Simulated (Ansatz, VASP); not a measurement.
**LiF in VASP and in Ansatz**

The input INCAR:

```
PREC = Accurate
ENCUT = 520
EDIFF = 1E-6
ISMEAR = 0
SIGMA = 0.05
LREAL = False
LASPH = True
NELM = 60
ALGO = Normal
ISIF = 2
LWAVE = False
LCHARG = False
NBANDS = 18
```

File KPOINTS:

```
Automatic mesh
0
Gamma
  9 9 6
```

POSCAR

```
LiF
1.0
    3.1837477376      0.0000000000      0.0000000000
   -1.5918738688      2.7572064200      0.0000000000
    0.0000000000      0.0000000000      4.8952811163
Li F
2 2
Direct
    0.3333333333      0.6666666667      0.3839784076
    0.6666666667      0.3333333333      0.8839784076
    0.3333333333      0.6666666667      0.9910195924
    0.6666666667      0.3333333333      0.4910195924
```

Input for Ansatz:

```yaml
crystal:
  lattice:
    - [3.1837477376, 0.0, 0.0]
    - [-1.5918738688, 2.75720642, 0.0]
    - [0.0, 0.0, 4.8952811163]
  atoms:
    - { symbol: Li, position: [0.3333333333, 0.6666666667, 0.3839784076] }
    - { symbol: Li, position: [0.6666666667, 0.3333333333, 0.8839784076] }
    - { symbol: F, position: [0.3333333333, 0.6666666667, 0.9910195924] }
    - { symbol: F, position: [0.6666666667, 0.3333333333, 0.4910195924] }
basis:
  ecutwfc: 520.0
kpoints:
  mp_grid: { grid: [9, 9, 6] }
hamiltonian:
  xc: lda
scf:
  occupations: { method: gaussian, width: 0.05 }
output:
  forces: true
  stress: true
  eigenvalues: true
```

Alike in both runs: task single point; functional LDA; k mesh 9 × 9 × 6; occupations gaussian, width 0.05 eV; no spin polarisation.

|  | VASP | Ansatz |
| --- | --- | --- |
| version | VASP 6.6.1 | Ansatz 0.2.0 |
| potentials or method | VASP PAW LDA potentials, release 64 (Li_sv, F), cutoff 520 eV | scalar-relativistic, plane waves, PAW |
| valence electrons in the cell | 20 | 20 |

Ansatz gave:

```
gap on the k mesh at the Fermi level (eV) : 7.06
least direct gap on the mesh (eV)         : 7.06
rms of the force components (eV/Å)        : 0.020
```

Question: Which values does VASP return?

Answer: gap on the k mesh at the Fermi level (eV): 7.05; least direct gap on the mesh (eV): 7.05; rms of the force components (eV/Å): 0.018.

LDA's correlation is that of Perdew and Zunger in VASP and of Perdew and Wang (1992) in Ansatz. Atom by atom the forces differ by 0.001 eV/Å (rms over components).

Noted on VASP's run: the cutoff is short for stress, so the pressure is rough.
